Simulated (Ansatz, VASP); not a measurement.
## SnSe in VASP and in Ansatz

```
Sn Se
1.0
     0.00000    2.94842    2.94842
     2.94842    0.00000    2.94842
     2.94842    2.94842    0.00000
Sn Se
1 1
Cartesian
  0.0000 0.0000 0.0000
  2.9484 2.9484 2.9484
```

Alike in both runs: functional LDA; k mesh 10 × 10 × 10; occupations gaussian, width 0.02 eV; no spin polarisation.

Ansatz relaxed the structure, and its values are those at the end. VASP's run is a single point on that final structure, the one shown.

|  | VASP | Ansatz |
| --- | --- | --- |
| version | VASP 6.6.1 | Ansatz 0.2.0 |
| potentials or method | VASP PAW LDA potentials, release 64 (Sn_d, Se), cutoff 520 eV | scalar-relativistic, plane waves, PAW |
| valence electrons in the cell | 20 | 30 |

VASP gave:

| Property | Result |
| --- | --- |
| gap on the k mesh at the Fermi level (eV) | 0.43 |
| least direct gap on the mesh (eV) | 0.57 |
| pressure (GPa) | 0.1 |

Q: Estimate Ansatz's values.

A: gap on the k mesh at the Fermi level (eV): 0.44; least direct gap on the mesh (eV): 0.58; pressure (GPa): 0.0.

LDA's correlation is that of Perdew and Zunger in VASP and of Perdew and Wang (1992) in Ansatz. VASP's potentials hold 20 valence electrons a cell and Ansatz's 30, so a difference there can come from the potentials and not from the codes.
